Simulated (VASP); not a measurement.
# Mg2O (Pmm2) in VASP: relaxation of cell and atoms with PBE

Aim: the relaxation of cell and atoms of Mg2O with PBE.

Program: VASP 6.6.1. These are calculated values, not measurements. Logs are shortened: lines on timing, memory, paths and dates and some standing lists are left out, and cuts for length are marked.

## Step 1: The cell of the first run

The structure is orthorhombic, space group Pmm2 (No. 25). The conventional cell has a = 2.037 Å, b = 3.425 Å, c = 4.153 Å, α = 90.00°, β = 90.00°, γ = 90.00°. Within 2.7 Å of Mg (site symmetry mm2) lie 4 Mg at 2.02 to 2.04 Å and 2 O at 2.03 to 2.13 Å. Mg (site symmetry mm2) has 2 O at 2.02 Å and 4 Mg at 2.02 to 2.04 Å within 2.7 Å. Within 2.7 Å of O (site symmetry mm2) lie 4 Mg at 2.02 to 2.13 Å and 2 O at 2.04 Å.

The cell was built from a structure type or drawn by symmetry, and may not be a known phase.

## Step 2: Relaxation of cell and atoms, PBE

INCAR reads:

```
SYSTEM = Mg2O
PREC     = Accurate       ! precision mode
ENCUT    = 750            ! plane-wave cutoff, eV
EDIFF    = 1E-7           ! SCF threshold, eV
ISMEAR   = 0              ! smearing method
SIGMA    = 0.1            ! smearing width, eV
LREAL    = .False.        ! projectors in reciprocal space
LASPH    = .True.         ! aspherical terms in the spheres
NELM     = 120            ! most SCF steps
ALGO     = Normal         ! electronic algorithm
ISIF     = 3              ! what is computed and relaxed
LWAVE    = .False.        ! write WAVECAR
LCHARG   = .False.        ! write CHGCAR
GGA      = PE             ! functional
IBRION   = 2              ! ionic algorithm
NSW      = 90             ! ionic steps
EDIFFG   = -0.04          ! ionic threshold
GGA_COMPAT= .False.      
NELMIN   = 4
```

KPOINTS reads:

```
Automatic mesh
0
Gamma
  8 6 4
  0 0 0
```

POSCAR reads:

```
Mg2O
1.0
    2.0367538100      0.0000000000      0.0000000000
    0.0000000000      3.4252436300      0.0000000000
    0.0000000000      0.0000000000      4.1531616300
Mg O
2 1
Direct
    0.0000000000      0.0000000000      0.7441455200
    0.0000000000      0.5000000000      0.0000000000
    0.0000000000      0.0000000000      0.2558544800
```

Potentials or basis: VASP PAW PBE potentials, release 64 (Mg_sv, O).

The run is started by

```console
$ cat potpaw_PBE.64/Mg_sv/POTCAR potpaw_PBE.64/O/POTCAR > POTCAR
$ mpirun -np 1 vasp_std > vasp.out
```

OUTCAR:

```text
SYSTEM = Mg2O
   PREC = Accurate
   ENCUT = 750
   EDIFF = 1E-7
   ISMEAR = 0
   LREAL = .False.
   LASPH = .True.
   NELM = 120
   ISIF = 3
   GGA = PE
   IBRION = 2
   NSW = 90
   EDIFFG = -0.04
   NELMIN = 4

 ion  position               nearest neighbor table
   1  0.000  0.000  0.744-   2 2.02   2 2.02   3 2.03   3 2.13
   2  0.000  0.500  0.000-   1 2.02   3 2.02   1 2.02   3 2.02
   3  0.000  0.000  0.256-   2 2.02   2 2.02   1 2.03   1 2.13

  LATTYP: Found a simple orthorhombic cell.
 ALAT       =     2.0367538100
 B/A-ratio  =     1.6817170603
 C/A-ratio  =     2.0391083152

  Lattice vectors:

 A1 = (   2.0367538100,   0.0000000000,   0.0000000000)
 A2 = (   0.0000000000,   3.4252436300,   0.0000000000)
 A3 = (   0.0000000000,   0.0000000000,   4.1531616300)

Analysis of symmetry for initial positions (statically):
=====================================================================
 Subroutine PRICEL returns:
 Original cell was already a primitive cell.

 Routine SETGRP: Setting up the symmetry group for a
 simple orthorhombic supercell.

 Subroutine GETGRP returns: Found  4 space group operations
 (whereof  4 operations were pure point group operations)
 out of a pool of  8 trial point group operations.

The static configuration has the point symmetry C_2v.

Analysis of symmetry for dynamics (positions and initial velocities):
=====================================================================
 Subroutine PRICEL returns:
 Original cell was already a primitive cell.

 Routine SETGRP: Setting up the symmetry group for a
 simple orthorhombic supercell.

 Subroutine GETGRP returns: Found  4 space group operations
 (whereof  4 operations were pure point group operations)
 out of a pool of  8 trial point group operations.

The dynamic configuration has the point symmetry C_2v.

 Subroutine INISYM returns: Found  4 space group operations
 (whereof  4 operations are pure point group operations),
 and found     1 'primitive' translations

----------------------------------------------------------------------------------------

                                     Primitive cell

  volume of cell :      28.9740

  direct lattice vectors                    reciprocal lattice vectors
     2.036753810  0.000000000  0.000000000     0.490977356  0.000000000  0.000000000
     0.000000000  3.425243630  0.000000000     0.000000000  0.291950036  0.000000000
     0.000000000  0.000000000  4.153161630     0.000000000  0.000000000  0.240780420

  length of vectors
     2.036753810  3.425243630  4.153161630     0.490977356  0.291950036  0.240780420

  position of ions in fractional coordinates (direct lattice)
     0.000000000  0.000000000  0.744145520
     0.000000000  0.500000000  0.000000000
     0.000000000  0.000000000  0.255854480

  ion indices of the primitive-cell ions
   primitive index   ion index
                 1           1
                 2           2
                 3           3

----------------------------------------------------------------------------------------

 KPOINTS: Automatic mesh

Automatic generation of k-mesh.
 Grid dimensions read from file:
 generate k-points for:    8    6    4

 Generating k-lattice:

  Cartesian coordinates                     Fractional coordinates (reciprocal lattice)
     0.061372169  0.000000000  0.000000000     0.125000000  0.000000000  0.000000000
     0.000000000  0.048658339  0.000000000     0.000000000  0.166666667  0.000000000
     0.000000000  0.000000000  0.060195105     0.000000000  0.000000000  0.250000000

  Length of vectors
     0.061372169  0.048658339  0.060195105

  Shift w.r.t. Gamma in fractional coordinates (k-lattice)
     0.000000000  0.000000000  0.000000000

 Subroutine IBZKPT returns following result:
 ===========================================

 Found     60 irreducible k-points:

 Following reciprocal coordinates:
            Coordinates               Weight
  0.000000  0.000000  0.000000      1.000000
  0.125000  0.000000  0.000000      2.000000
  0.250000  0.000000  0.000000      2.000000
  0.375000  0.000000  0.000000      2.000000
  0.500000  0.000000  0.000000      1.000000
  0.000000  0.166667  0.000000      2.000000
[... 16 lines left out ...]
  0.250000  0.000000  0.250000      4.000000
  0.375000  0.000000  0.250000      4.000000
 [... further k-points ...]
   k-points           NKPTS =     60   k-points in BZ     NKDIM =     60   number of bands    NBANDS=     17
   number of dos      NEDOS =    301   number of ions     NIONS =      3
   total plane-waves  NPLWV =  23040
   dimension x,y,z NGX =    18 NGY =   32 NGZ =   40
   dimension x,y,z NGXF=    36 NGYF=   64 NGZF=   80
   ions per type =               2   1
   NGX,Y,Z   is equivalent  to a cutoff of  14.69, 15.53, 16.01 a.u.
   NGXF,Y,Z  is equivalent  to a cutoff of  29.38, 31.06, 32.02 a.u.
 SYSTEM =  Mg2O
   PREC   = accura    normal or accurate (medium, high low for compatibility)
   ISTART =      0    job   : 0-new  1-cont  2-samecut
   ICHARG =      2    charge: 1-file 2-atom 10-const
   ISPIN  =      1    spin polarized calculation?
   LNONCOLLINEAR =      F non collinear calculations
   LSORBIT =      F    spin-orbit coupling
   LASPH  =      T    aspherical Exc in radial PAW
   ENCUT  =  750.0 eV  55.12 Ry    7.42 a.u.   4.55  7.65  9.27*2*pi/ulx,y,z
   NELM   =    120;   NELMIN=  4; NELMDL= -5     # of ELM steps
   EDIFF  = 0.1E-06   stopping-criterion for ELM
   LREAL  =      F    real-space projection
   EDIFFG = -.4E-01   stopping-criterion for IOM
   NSW    =     90    number of steps for IOM
   IBRION =      2    ionic relax: 0-MD 1-quasi-New 2-CG
   NFREE  =      1    steps in history (QN), initial steepest desc. (CG)
   ISIF   =      3    stress and relaxation
   ISYM   =      2    0-nonsym 1-usesym 2-fastsym
   POTIM  = 0.5000    time-step for ionic-motion
   TEBEG  =    0.0;   TEEND  =   0.0 temperature during run
   PSTRESS=    0.0 pullay stress
   NELECT =      26.0000    total number of electrons
   NUPDOWN=      -1.0000    fix difference up-down
   EMIN   =  10.00;   EMAX   =-10.00  energy-range for DOS
   EFERMI =   0.00;   METHOD = LEGACY
   ISMEAR =     0;   SIGMA  =   0.10  broadening in eV -4-tet -1-fermi 0-gaus
   EFERMI_NEDOS =   21; number of points for ismear=-14 and -15
   IALGO  =     38    algorithm
   IMIX   =      4    mixing-type and parameters
     AMIX     =   0.40;   BMIX     =  1.00
     AMIX_MAG =   1.60;   BMIX_MAG =  1.00
  volume/ion in A,a.u.               =       9.66        65.18
  Fermi-wavevector in a.u.,A,eV,Ry     =   1.579052  2.983975 33.924822  2.493404
  Thomas-Fermi vector in A             =   2.679490
   LORBIT       =      0    0 simple, 1 ext, 2 COOP (PROOUT), +10 PAW based schemes
   GGA     = PE    functional components
   LHFCALC =     F    Hartree Fock is set to
   AEXX    =    0.0000 exact exchange contribution
   IVDW    =     0    specifies the selected vdW correction
   LEPSILON=     F    determine dielectric tensor
   LRPA    =     F    only Hartree local field effects (RPA)
 conjugate gradient relaxation of ions
 non-spin polarized calculation
 Gauss-broadening in eV      SIGMA  =   0.10
  energy-cutoff  :      750.00
  volume of cell :       28.97
 maximum number of plane-waves:      1377
   NGX =  9   NGY = 15   NGZ = 19

--------------------------------------- Ionic step        1  -------------------------------------------

 number of electron      25.9999978 magnetization

 Free energy of the ion-electron system (eV)
  ---------------------------------------------------
  ext. energy  EPLUGINS =         0.00000000
  ---------------------------------------------------
  free energy    TOTEN  =        -1.62269786 eV

  energy without entropy =       -1.61692118  energy(sigma->0) =       -1.61980952

 E-fermi :   7.0804     XC(G=0): -11.5223

 val. band max:        7.0574597746   @ k =   0.2500   0.5000   0.2500
 cond. band min:       7.0871436830   @ k =   0.1250   0.3333   0.2500
 fundamental gap:      0.0296839084
 Fermi energy:         7.0804331390

 k-point     1 :       0.0000    0.0000    0.0000
  band No.  band energies     occupation
      1     -70.4322      2.00000
      2     -70.1790      2.00000
      3     -37.4977      2.00000
      4     -37.0161      2.00000
      5     -36.7911      2.00000
      6     -36.6416      2.00000
[... 457 lines left out ...]
      4     -37.3658      2.00000
      5     -37.3324      2.00000
      6     -36.8767      2.00000
[... 9 lines left out ...]
     16      13.5724      0.00000
     17      15.3845      0.00000

 [... further k-points ...]

------------------------ aborting loop because EDIFF is reached ----------------------------------------

  FORCE on cell =-STRESS in cart. coord.  units (eV):
  Direction    XX          YY          ZZ          XY          YZ          ZX
  --------------------------------------------------------------------------------------
  -------------------------------------------------------------------------------------
  Total       35.3104460     14.9326601      6.5784878      0.0000000      0.0000000      0.0000000
  in kB     1952.5625132    825.7316382    363.7707864      0.0000000      0.0000000      0.0000000
  external PRESSURE =    1047.3549793 kB  Pullay stress =       0.0000000 kB
[... 92 lines left out ...]
  FREE ENERGIE OF THE ION-ELECTRON SYSTEM (eV)
  ---------------------------------------------------
  free  energy   TOTEN  =        -9.7373507715 eV

  energy  without entropy=       -9.7348437499  energy(sigma->0) =       -9.73609726

[... ionic steps 4 to 44 ...]

--------------------------------------- Ionic step       45  -------------------------------------------

 number of electron      26.0000053 magnetization

------------------------ aborting loop because EDIFF is reached ----------------------------------------
[... 69 lines left out ...]
--------------------------------------- Ionic step       47  -------------------------------------------

 number of electron      26.0000051 magnetization

 Free energy of the ion-electron system (eV)
  ---------------------------------------------------
  ext. energy  EPLUGINS =         0.00000000
  ---------------------------------------------------
  free energy    TOTEN  =       -10.76929306 eV

  energy without entropy =      -10.76602253  energy(sigma->0) =      -10.76765779

 E-fermi :   3.0322     XC(G=0):  -9.2816

 val. band max:        3.0281135846   @ k =   0.1250   0.0000   0.5000
 cond. band min:       3.0407000817   @ k =   0.5000   0.1667   0.0000
 fundamental gap:      0.0125864971
 Fermi energy:         3.0322452912

 k-point     1 :       0.0000    0.0000    0.0000
  band No.  band energies     occupation
      1     -72.8166      2.00000
      2     -72.4993      2.00000
      3     -39.6417      2.00000
      4     -39.5942      2.00000
      5     -39.5422      2.00000
      6     -39.3401      2.00000
[... 457 lines left out ...]
      4     -39.6315      2.00000
      5     -39.5364      2.00000
      6     -39.3771      2.00000
[... 9 lines left out ...]
     16       9.0733      0.00000
     17      10.8933      0.00000

 [... further k-points ...]

------------------------ aborting loop because EDIFF is reached ----------------------------------------

  FORCE on cell =-STRESS in cart. coord.  units (eV):
  Direction    XX          YY          ZZ          XY          YZ          ZX
  --------------------------------------------------------------------------------------
  -------------------------------------------------------------------------------------
  Total        0.0306360     -0.0271075      0.0032188      0.0000000      0.0000000      0.0000000
  in kB        1.0256947     -0.9075619      0.1077650      0.0000000      0.0000000      0.0000000
  external PRESSURE =       0.0752992 kB  Pullay stress =       0.0000000 kB
[... 18 lines left out ...]
  FREE ENERGIE OF THE ION-ELECTRON SYSTEM (eV)
  ---------------------------------------------------
  free  energy   TOTEN  =       -10.7692930626 eV

  energy  without entropy=      -10.7660225272  energy(sigma->0) =      -10.76765779

 reached required accuracy - stopping structural energy minimisation
```

It took 28 min on 1 thread of AMD EPYC 7R43 (Zen 3), shared host; peak memory 0.15 GiB.

Results:

| Quantity | Value |
| --- | --- |
| Free energy | -10.7693 eV |
| Relaxed volume | 15.95 Å³/atom |
| Relaxed cell | a = 2.800 Å, b = 3.263 Å, c = 5.238 Å, α = 90.00°, β = 90.00°, γ = 90.00° |
| Space group after relaxing (to 0.1 Å) | Pmm2 (No. 25) |
| Energy gained by relaxing | 3048.9 meV/atom |
| Ionic steps | 47 |
| Pressure after relaxing | 0.0 GPa |
| Largest force after relaxing | 0.028 eV/Å |
| Band gap on the k mesh | zero (bands 13 and 14 overlap by 3.42 eV) |

Forces in eV/Å, atoms in the order of the input:
```
Mg   0.000  0.000  0.024
Mg   0.000  0.000 -0.028
O    0.000  0.000  0.005
```

The path:
```tsv
step	energy change (eV)	largest force (eV/Å)	pressure (GPa)	volume (Å³)
1	0.0000	7.4241	104.74	28.97
3	-8.1147	2.5856	-2.63	48.64
5	-8.1438	2.3912	-6.14	50.07
7	-8.7613	0.7776	4.15	45.00
9	-8.8573	0.2836	2.16	46.25
11	-8.8680	0.1756	-0.46	47.23
13	-8.8698	0.0342	0.24	47.08
15	-8.8759	0.2299	0.41	47.40
17	-8.8789	0.4918	0.65	47.75
19	-8.8795	0.5064	0.69	47.77
21	-8.8818	0.5697	0.73	47.89
23	-8.8901	0.8241	0.85	48.33
25	-8.8940	1.1865	0.98	49.00
27	-8.8954	1.6298	0.14	49.96
29	-8.9112	1.3737	0.50	49.62
31	-8.9818	1.2290	-0.69	50.08
33	-9.0134	1.0215	-2.32	50.57
35	-9.0590	0.8784	-1.02	49.78
37	-9.0880	0.1987	5.06	46.32
39	-9.1342	0.0878	1.24	47.84
41	-9.1408	0.2145	-0.21	48.00
43	-9.1443	0.0566	0.14	47.86
45	-9.1465	0.0598	-0.12	47.90
47	-9.1466	0.0282	0.01	47.85
```

Final structure:
```xyz
3
Lattice="2.7997 0.0000 0.0000 0.0000 3.2632 0.0000 0.0000 0.0000 5.2380" Properties=species:S:1:pos:R:3 pbc="T T T"
Mg    0.0000    0.0000    3.3101
Mg    0.0000    1.6316    0.4904
O     0.0000    0.0000    1.4374
```

Levels at points of the mesh, in eV from the Fermi level:
```csv
k point,band 9,band 10,band 11,band 12,band 13,band 14,band 15,band 16,band 17
"(0.00, 0.00, 0.00)",-18.48,-5.46,-5.17,-3.75,-1.61,2.28,2.70,7.54,7.70
"(0.50, 0.00, 0.00)",-17.92,-5.14,-4.21,-3.29,-0.51,-0.24,2.93,6.47,7.23
"(0.00, 0.50, 0.00)",-18.20,-6.00,-4.59,-1.61,-1.51,-1.50,2.35,5.78,6.12
"(0.50, 0.50, 0.00)",-17.71,-4.61,-4.33,-3.82,1.23,2.37,2.63,3.47,6.11
"(0.00, 0.00, 0.50)",-18.46,-6.73,-3.74,-2.71,-1.61,-0.77,5.97,7.21,7.51
"(0.50, 0.00, 0.50)",-17.91,-4.98,-4.54,-3.29,-1.13,0.44,4.02,4.90,9.09
"(0.00, 0.50, 0.50)",-18.19,-5.81,-5.08,-2.30,-1.50,-0.25,3.07,3.74,8.07
"(0.50, 0.50, 0.50)",-17.70,-4.57,-4.28,-3.96,1.92,2.01,2.02,3.20,4.09
```

Caveat: the k points lie up to 0.32 Å⁻¹ apart in the final cell, too coarse for converged energies and pressures of a metal; the volume moved by over 15 % at a fixed basis, so the end points are rough.
